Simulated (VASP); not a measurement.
# Al (P6_3/mmc) in VASP: a series of runs

Al is run at these levels: PBEsol; tasks: density of states.

All numbers are computed with VASP 6.6.1; they aren't measurements. Logs are shortened: lines on timing, memory, paths and dates and some standing lists are left out, and cuts for length are marked.

## (1) The cell of the first run

Symmetry: P6_3/mmc, No. 194, hexagonal system. The conventional cell has a = 2.102 Å, b = 2.102 Å, c = 3.409 Å, α = 90.00°, β = 90.00°, γ = 120.00°. Within 2.8 Å of Al (site symmetry -6m2) lie 12 Al at 2.09 to 2.10 Å.

## (2) Density of states, PBEsol (volume scaled by 0.4)

The input, POSCAR:

```
Al
1.0
    2.1022846698      0.0000000000      0.0000000000
   -1.0511423349      1.8206319300      0.0000000000
    0.0000000000      0.0000000000      3.4088334639
Al
2
Direct
    0.3333333333      0.6666666667      0.2500000000
    0.6666666667      0.3333333333      0.7500000000
```

The input, INCAR.step1:

```
PREC = Accurate ; ENCUT = 520
EDIFF = 1E-6 ; ISMEAR = -1
SIGMA = 0.05 ; LREAL = False
LASPH = True ; NELM = 80
ALGO = Normal ; ISIF = 2
LWAVE = False ; LCHARG = True
GGA = PS ; NBANDS = 10
```

The input, KPOINTS.step1:

```
Automatic mesh
0
Gamma
  17 17 9
```

The input, INCAR.step2:

```
PREC = Accurate ; ENCUT = 520
EDIFF = 1E-6 ; ISMEAR = -5
SIGMA = 0.05 ; LREAL = False
LASPH = True ; NELM = 80
ALGO = Normal ; ISIF = 2
LWAVE = False ; LCHARG = False
GGA = PS ; LORBIT = 11
NEDOS = 1001 ; ICHARG = 11
```

The input, KPOINTS.step2:

```
Automatic mesh
0
Gamma
  26 26 14
```

Potentials or basis: VASP PAW PBE potentials, release 64 (Al).

The run is started by

```
cat potpaw_PBE.64/Al/POTCAR > POTCAR
cp INCAR.step1 INCAR
cp KPOINTS.step1 KPOINTS
mpirun -np 1 vasp_std > vasp.out
cp INCAR.step2 INCAR
cp KPOINTS.step2 KPOINTS
mpirun -np 1 vasp_std > vasp.out
```

OUTCAR:

```text
PREC = Accurate
   ENCUT = 520
   EDIFF = 1E-6
   ISMEAR = -5
   LREAL = False
   LASPH = True
   NELM = 80
   ISIF = 2
   GGA = PS
   LORBIT = 11
   ICHARG = 11

 ion  position               nearest neighbor table
   1  0.333  0.667  0.250-   2 2.09   2 2.09   2 2.09   2 2.09   2 2.09   2 2.09   2 2.97   2 2.97
                             2 2.97   2 2.97   2 2.97   2 2.97
   2  0.667  0.333  0.750-   1 2.09   1 2.09   1 2.09   1 2.09   1 2.09   1 2.09   1 2.97   1 2.97
                             1 2.97   1 2.97   1 2.97   1 2.97

  LATTYP: Found a hexagonal cell.
 ALAT       =     2.1022846698
 C/A-ratio  =     1.6214899499

  Lattice vectors:

 A1 = (   2.1022846698,   0.0000000000,   0.0000000000)
 A2 = (  -1.0511423349,   1.8206319300,   0.0000000000)
 A3 = (   0.0000000000,   0.0000000000,   3.4088334639)

Analysis of symmetry for initial positions (statically):
=====================================================================
 Subroutine PRICEL returns:
 Original cell was already a primitive cell.

 Routine SETGRP: Setting up the symmetry group for a
 hexagonal supercell.

 Subroutine GETGRP returns: Found 24 space group operations
 (whereof 12 operations were pure point group operations)
 out of a pool of 24 trial point group operations.

The static configuration has the point symmetry D_3d.
 The point group associated with its full space group is D_6h.

Analysis of symmetry for dynamics (positions and initial velocities):
=====================================================================
 Subroutine PRICEL returns:
 Original cell was already a primitive cell.

 Routine SETGRP: Setting up the symmetry group for a
 hexagonal supercell.

 Subroutine GETGRP returns: Found 24 space group operations
 (whereof 12 operations were pure point group operations)
 out of a pool of 24 trial point group operations.

The dynamic configuration has the point symmetry D_3d.
 The point group associated with its full space group is D_6h.

 Subroutine INISYM returns: Found 24 space group operations
 (whereof 12 operations are pure point group operations),
 and found     1 'primitive' translations

----------------------------------------------------------------------------------------

                                     Primitive cell

  volume of cell :      13.0473

  direct lattice vectors                    reciprocal lattice vectors
     2.102284670  0.000000000  0.000000000     0.475672973  0.274629919  0.000000000
    -1.051142335  1.820631930  0.000000000     0.000000000  0.549259839  0.000000000
     0.000000000  0.000000000  3.408833464     0.000000000  0.000000000  0.293355487

  length of vectors
     2.102284670  2.102284670  3.408833464     0.549259839  0.549259839  0.293355487

  position of ions in fractional coordinates (direct lattice)
     0.333333333  0.666666667  0.250000000
     0.666666667  0.333333333  0.750000000

  ion indices of the primitive-cell ions
   primitive index   ion index
                 1           1
                 2           2

----------------------------------------------------------------------------------------

 KPOINTS: Automatic mesh

Automatic generation of k-mesh.
 Grid dimensions read from file:
 generate k-points for:   26   26   14

 Generating k-lattice:

  Cartesian coordinates                     Fractional coordinates (reciprocal lattice)
     0.018295114  0.010562689  0.000000000     0.038461538  0.000000000  0.000000000
     0.000000000  0.021125378  0.000000000     0.000000000  0.038461538  0.000000000
     0.000000000  0.000000000  0.020953963     0.000000000  0.000000000  0.071428571

  Length of vectors
     0.021125378  0.021125378  0.020953963

  Shift w.r.t. Gamma in fractional coordinates (k-lattice)
     0.000000000  0.000000000  0.000000000

 TETIRR: Found   9646 inequivalent tetrahedra from    56784

 Subroutine IBZKPT returns following result:
 ===========================================

 Found    560 irreducible k-points:

 Following reciprocal coordinates:
            Coordinates               Weight
  0.000000  0.000000  0.000000      1.000000
  0.038462 -0.000000  0.000000      6.000000
  0.076923 -0.000000  0.000000      6.000000
  0.115385  0.000000  0.000000      6.000000
  0.153846 -0.000000  0.000000      6.000000
  0.192308 -0.000000  0.000000      6.000000
[... 16 lines left out ...]
  0.346154  0.038462  0.000000     12.000000
  0.384615  0.038462  0.000000     12.000000
 [... further k-points ...]
   k-points           NKPTS =    560   k-points in BZ     NKDIM =    560   number of bands    NBANDS=      7
   number of dos      NEDOS =   1001   number of ions     NIONS =      2
   total plane-waves  NPLWV =   7168
   dimension x,y,z NGX =    16 NGY =   16 NGZ =   28
   dimension x,y,z NGXF=    32 NGYF=   32 NGZF=   56
   ions per type =               2
   NGX,Y,Z   is equivalent  to a cutoff of  12.65, 12.65, 13.66 a.u.
   NGXF,Y,Z  is equivalent  to a cutoff of  25.31, 25.31, 27.31 a.u.
 SYSTEM =  unknown system
   PREC   = accura    normal or accurate (medium, high low for compatibility)
   ISTART =      0    job   : 0-new  1-cont  2-samecut
   ICHARG =     11    charge: 1-file 2-atom 10-const
   ISPIN  =      1    spin polarized calculation?
   LNONCOLLINEAR =      F non collinear calculations
   LSORBIT =      F    spin-orbit coupling
   LASPH  =      T    aspherical Exc in radial PAW
   ENCUT  =  520.0 eV  38.22 Ry    6.18 a.u.   3.91  3.91  6.34*2*pi/ulx,y,z
   NELM   =     80;   NELMIN=  2; NELMDL=  0     # of ELM steps
   EDIFF  = 0.1E-05   stopping-criterion for ELM
   LREAL  =      F    real-space projection
[... 7 lines left out ...]
   TEBEG  =    0.0;   TEEND  =   0.0 temperature during run
   PSTRESS=    0.0 pullay stress
   NELECT =       6.0000    total number of electrons
   NUPDOWN=      -1.0000    fix difference up-down
   EMIN   =  10.00;   EMAX   =-10.00  energy-range for DOS
   EFERMI =   0.00;   METHOD = LEGACY
   ISMEAR =    -5;   SIGMA  =   0.05  broadening in eV -4-tet -1-fermi 0-gaus
   EFERMI_NEDOS =   21; number of points for ismear=-14 and -15
   IALGO  =     38    algorithm
   IMIX   =      4    mixing-type and parameters
     AMIX     =   0.40;   BMIX     =  1.00
     AMIX_MAG =   1.60;   BMIX_MAG =  1.00
  volume/ion in A,a.u.               =       6.52        44.02
  Fermi-wavevector in a.u.,A,eV,Ry     =   1.263627  2.387908 21.725132  1.596752
  Thomas-Fermi vector in A             =   2.396974
   LORBIT       =     11    0 simple, 1 ext, 2 COOP (PROOUT), +10 PAW based schemes
   GGA     = PS    functional components
   LHFCALC =     F    Hartree Fock is set to
   AEXX    =    0.0000 exact exchange contribution
   IVDW    =     0    specifies the selected vdW correction
   LEPSILON=     F    determine dielectric tensor
   LRPA    =     F    only Hartree local field effects (RPA)
 non-spin polarized calculation
 Fermi weights with tetrahedron method with Bloechl corrections
  energy-cutoff  :      520.00
  volume of cell :       13.05
 maximum number of plane-waves:       364
 NGX is ok and might be reduce to    16

 number of electron       6.0000000 magnetization

 Free energy of the ion-electron system (eV)
  ---------------------------------------------------
  ext. energy  EPLUGINS =         0.00000000
  ---------------------------------------------------
  free energy    TOTEN  =         5.24249298 eV

  energy without entropy =        5.24249298  energy(sigma->0) =        5.24249298

 E-fermi :  21.5044     XC(G=0): -14.2391

 val. band max:       21.6482358108   @ k =   0.3462   0.0385   0.5000
 cond. band min:      21.4253047618   @ k =   0.4615   0.0769   0.1429
 fundamental gap:     -0.2229310490
 Fermi energy:        21.5043876697

 k-point     1 :       0.0000    0.0000    0.0000
  band No.  band energies     occupation
      1       3.1669      2.00000
      2      13.6099      2.00000
      3      16.0049      2.00000
      4      38.5964      0.00000
      5      38.5965      0.00000
      6      39.9548      0.00000
      7      41.3657      0.00000

 k-point     2 :       0.0385   -0.0000    0.0000
  band No.  band energies     occupation
      1       3.2326      2.00000
      2      13.6577      2.00000
      3      16.0626      2.00000
      4      37.2507      0.00000
      5      38.3864      0.00000
      6      40.4569      0.00000
      7      41.1632      0.00000

 k-point     3 :       0.0769   -0.0000    0.0000
  band No.  band energies     occupation
      1       3.4295      2.00000
      2      13.8014      2.00000
      3      16.2340      2.00000
      4      35.1682      0.00000
      5      37.9121      0.00000
      6      39.3252      0.00000
      7      41.8753      0.00000

 k-point     4 :       0.1154    0.0000    0.0000
  band No.  band energies     occupation
      1       3.7559      2.00000
      2      14.0415      2.00000
      3      16.5136      2.00000
      4      32.9736      0.00000
      5      37.3632      0.00000
      6      37.8061      0.00000
      7      41.8415      0.00000

 k-point     5 :       0.1538   -0.0000    0.0000
  band No.  band energies     occupation
      1       4.2093      2.00000
      2      14.3792      2.00000
      3      16.8909      2.00000
      4      30.7915      0.00000
      5      36.2495      0.00000
      6      36.8224      0.00000
      7      39.4976      0.00000
[... 161 lines left out ...]
 k-point    22 :       0.3077    0.0385    0.0000
  band No.  band energies     occupation
      1       7.7586      2.00000
      2      17.1838      2.00000
      3      18.6897      2.00000
      4      22.8327      0.00000
      5      29.7524      0.00000
      6      29.8284      0.00000
      7      35.2359      0.00000

 k-point    23 :       0.3462    0.0385    0.0000
  band No.  band energies     occupation
      1       8.8288      2.00000
      2      18.0828      2.00000
      3      18.1002      2.00000
      4      22.4450      0.00000
      5      27.9768      0.00000
      6      28.6984      0.00000
      7      34.8885      0.00000

 k-point    24 :       0.3846    0.0385    0.0000
  band No.  band energies     occupation
      1       9.9881      2.00000
      2      16.9200      2.00000
      3      19.0798      2.00000
      4      22.7512      0.00000
      5      26.2607      0.00000
      6      27.7188      0.00000
      7      34.6273      0.00000

 [... further k-points ...]
[... 5 lines left out ...]
  --------------------------------------------------------------------------------------
  -------------------------------------------------------------------------------------
  Total       38.5208179     38.5208179     38.1435942      0.0000000     -0.0000000      0.0000000
  in kB     4730.2775050   4730.2775049   4683.9551983      0.0000000     -0.0000000      0.0000000
  external PRESSURE =    4714.8367361 kB  Pullay stress =       0.0000000 kB

 VOLUME and BASIS-vectors are now :
 -----------------------------------------------------------------------------
  energy-cutoff  :      520.00
  volume of cell :       13.05
      direct lattice vectors                 reciprocal lattice vectors
     2.102284670  0.000000000  0.000000000     0.475672973  0.274629919  0.000000000
    -1.051142335  1.820631930  0.000000000     0.000000000  0.549259839  0.000000000
     0.000000000  0.000000000  3.408833464     0.000000000  0.000000000  0.293355487

 POSITION                                       TOTAL-FORCE (eV/Angst)
 -----------------------------------------------------------------------------------
     -0.00000      1.21375      0.85221         0.000000     -0.000000      0.000000
      1.05114      0.60688      2.55663        -0.000000      0.000000      0.000000
 -----------------------------------------------------------------------------------
    total drift:                               -0.000000      0.000000     -0.000000

  FREE ENERGIE OF THE ION-ELECTRON SYSTEM (eV)
  ---------------------------------------------------
  free  energy   TOTEN  =         5.2424929846 eV

  energy  without entropy=        5.2424929846  energy(sigma->0) =        5.24249298

 total charge

# of ion       s       p       d       tot
------------------------------------------
    1        0.599   0.944   0.000   1.542
    2        0.599   0.944   0.000   1.542
--------------------------------------------------
tot          1.197   1.888   0.000   3.085
```

Wall time 60 s (1 thread of AMD EPYC 7R43 (Zen 3), shared host); peak memory 0.12 GiB.

What came out:

```yaml
Valence_electrons_inside_the_program's_atomic_spheres: Al 1.54
```

Levels at points of the mesh, in eV from the Fermi level:
| k point | band 1 | band 2 | band 3 | band 4 | band 5 | band 6 |
| --- | --- | --- | --- | --- | --- | --- |
| (0.00, 0.00, 0.00) | -18.34 | -7.89 | -5.50 | 17.09 | 17.09 | 18.45 |
| (0.50, 0.00, 0.00) | -8.78 | -7.65 | -0.19 | 1.69 | 2.54 | 4.61 |
| (0.00, 0.00, 0.50) | -15.26 | -15.26 | 6.18 | 6.18 | 18.09 | 18.09 |
| (0.50, 0.00, 0.50) | -6.56 | -6.56 | -4.33 | -4.33 | 9.92 | 9.92 |

Caveat: the PAW data sets were made with another functional, which shifts forces and pressure a little; tetrahedron occupations give inexact forces and stress in metals.

(Part 1 of 3 ends here.)
